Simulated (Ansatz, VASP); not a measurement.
# CaO: VASP beside Ansatz

```
Ca O
1.0
     0.00000    2.58983    2.58983
     2.58983    0.00000    2.58983
     2.58983    2.58983    0.00000
Ca O
1 1
Direct
  0.00000 0.00000 0.00000
  0.25000 0.25000 0.25000
```

Alike in both runs: task single point; functional PBEsol; k mesh 12 × 12 × 12; occupations gaussian, width 0.05 eV; no spin polarisation.

|  | VASP | Ansatz |
| --- | --- | --- |
| version | VASP 6.6.1 | Ansatz 0.2.0 |
| potentials or method | VASP PAW PBE potentials, release 64 (Ca_sv, O), cutoff 520 eV | scalar-relativistic, plane waves, PAW |
| valence electrons in the cell | 16 | 16 |

Ansatz gave:

```
gap on the k mesh at the Fermi level (eV) : 3.27
least direct gap on the mesh (eV)         : 3.93
pressure (GPa)                            : 0.0
```

Problem. What did VASP give for the same quantities?

Solution. gap on the k mesh at the Fermi level (eV): 3.26; least direct gap on the mesh (eV): 3.93; pressure (GPa): 0.5.

VASP's potentials were made for PBE, not for PBEsol.
